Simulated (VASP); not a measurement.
Write the native input for VASP 6.6.1 that does the following.

```
Task                   : single point
Functional             : r2SCAN
Potentials or basis    : VASP PAW PBE potentials, release 64 (Cs_sv, Sn_d, Br)
Cutoff                 : 550 eV
k mesh                 : 4 × 4 × 4
Occupations            : gaussian, width 0.01 eV
Spin                   : no spin polarisation
Dipole correction      : no
Further INCAR settings : ALGO = Normal; EDIFF = 1e-06; NBANDS = 30
```

CsSnBr3:

```xyz
5
Lattice="5.8411 0.0000 0.0000 0.0000 5.8411 0.0000 0.0000 0.0000 5.8411" Properties=species:S:1:pos:R:3 pbc="T T T"
Cs    0.0000    0.0000    0.0000
Sn    2.9205    2.9205    2.9205
Br    2.9205    0.0000    2.9205
Br    2.9205    2.9205    0.0000
Br    0.0000    2.9205    2.9205
```

These files were run (other wordings do the same):

POSCAR

```
CsSnBr3
1.0
    5.8410917194      0.0000000000      0.0000000000
    0.0000000000      5.8410917194      0.0000000000
    0.0000000000      0.0000000000      5.8410917194
Cs Sn Br
1 1 3
Direct
    0.0000000000      0.0000000000      0.0000000000
    0.5000000000      0.5000000000      0.5000000000
    0.5000000000      0.0000000000      0.5000000000
    0.5000000000      0.5000000000      0.0000000000
    0.0000000000      0.5000000000      0.5000000000
```

INCAR.step1

```
SYSTEM = CsSnBr3
ALGO = Normal
EDIFF = 1E-5
ENCUT = 550
GGA = PE
GGA_COMPAT = .FALSE.
ISMEAR = 0
LASPH = .TRUE.
LCHARG = .FALSE.
LREAL = .FALSE.
LWAVE = .TRUE.
NBANDS = 30
NELM = 120
PREC = Accurate
SIGMA = 0.01
```

INCAR.step2

```
SYSTEM = CsSnBr3
ALGO = Normal
EDIFF = 1E-6
ENCUT = 550
GGA_COMPAT = .FALSE.
ISIF = 2
ISMEAR = 0
ISTART = 1
LASPH = .TRUE.
LCHARG = .FALSE.
LMIXTAU = .TRUE.
LREAL = .FALSE.
LWAVE = .FALSE.
METAGGA = R2SCAN
NBANDS = 30
NELM = 120
PREC = Accurate
SIGMA = 0.01
```

KPOINTS

```
k-points
0
G
  4 4 4
  0 0 0
```

Potentials or basis: VASP PAW PBE potentials, release 64 (Cs_sv, Sn_d, Br).

Launch:

```sh
$ cat potpaw_PBE.64/Cs_sv/POTCAR potpaw_PBE.64/Sn_d/POTCAR potpaw_PBE.64/Br/POTCAR > POTCAR
$ cp INCAR.step1 INCAR
$ mpirun -np 1 vasp_std > vasp.out
$ cp INCAR.step2 INCAR
$ mpirun -np 1 vasp_std > vasp.out
```

Results of the run:

The pressure is 0.0 GPa and the band gap on the k mesh is 0.69 eV.

Caveat: the PAW data sets were made with another functional, which shifts forces and pressure a little; spin-orbit coupling is left out, which moves the levels of the heavy elements.

It took 2.3 min on 1 thread of Intel(R) Xeon(R) Platinum 8488C (Sapphire Rapids) (shared host), peak memory 0.39 GiB.
